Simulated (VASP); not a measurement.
Runs of VASP 6.6.1 on Os. The structure is that of space group Pm-3m (No. 221), or close to it. The cells are those of the table. This isn't the form of Os at room conditions, which is hcp.

```tsv
task	cell	k mesh	cutoff (eV)	gap on the mesh (eV)	pressure (GPa)	relaxed volume (Å³/atom)
single point	a = 2.526 Å, 1 atom	18 × 18 × 18	520	none	(a)	-
relaxation of cell and atoms	relaxed from a = 2.490 Å, 1 atom	19 × 19 × 19	600	none	0.0	15.94
relaxation of cell and atoms	relaxed from a = 2.516 Å, 1 atom	18 × 18 × 18	600	none	0.0	15.96
single point	a = 2.517 Å, 1 atom	18 × 18 × 18	520	none	0.0	-
single point	a = 2.516 Å, 1 atom	19 × 19 × 19	520	none	0.0	-
single point	a = 2.509 Å, 1 atom	18 × 18 × 18	520	none	3.2	-
```

Alike in all rows: level LDA; potentials or basis VASP PAW LDA potentials, release 64 (Os); no spin polarisation; smearing fermi-dirac 0.05 eV.

**Question.** Fill in the values left out.

**Answer.** (a) -3.1.

Caveats: spin-orbit coupling is left out, which moves the levels of the heavy elements; the cell stands under tension (at least some runs); the cell stands under pressure (at least some runs).

A k mesh can miss the band edges, and the runs leave out spin-orbit coupling on Os.

A gap of «none» marks levels without a gap at the run's occupations.
